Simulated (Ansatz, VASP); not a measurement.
## SiC: VASP beside Ansatz

```
Si C
1.0
     3.17231    0.00000    0.00000
    -1.58616    2.74730    0.00000
     0.00000    0.00000   15.56597
Si C
6 6
Direct
  0.00000 0.00000 0.12504
  0.00000 0.00000 0.62504
  0.33333 0.66667 0.29184
  0.66667 0.33333 0.79179
  0.33333 0.66667 0.95833
  0.66667 0.33333 0.45829
  0.00000 0.00000 0.99871
  0.00000 0.00000 0.50066
  0.33333 0.66667 0.16774
  0.66667 0.33333 0.66592
  0.33333 0.66667 0.83425
  0.66667 0.33333 0.33238
```

Change from the starting cell: mode 32 frozen in at -0.015 Å, equal normal strain along x, y and z +0.0250.

Alike in both runs: task single point; functional PBE; k mesh 12 × 12 × 2; occupations gaussian, width 0.05 eV; no spin polarisation.

|  | VASP | Ansatz |
| --- | --- | --- |
| version | VASP 6.6.1 | Ansatz 0.2.0 |
| potentials or method | VASP PAW PBE potentials, release 64 (Si, C), cutoff 520 eV | scalar-relativistic, plane waves, PAW |
| valence electrons in the cell | 48 | 48 |

|  | VASP | Ansatz | Ansatz less VASP |
| --- | --- | --- | --- |
| gap on the k mesh at the Fermi level (eV) | 2.04 | 2.04 | +0.002 |
| least direct gap on the mesh (eV) | 3.11 | 3.12 | +0.003 |
| pressure (GPa) | -13.6 | -13.6 | -0.01 |
| traceless stress, the component that is largest in VASP (GPa) | 0.11 | 0.11 | -0.001 |
| rms of the force components (eV/Å) | 0.148 | 0.148 | -0.0001 |

Atom by atom the forces differ by 0.000 eV/Å (rms over components).
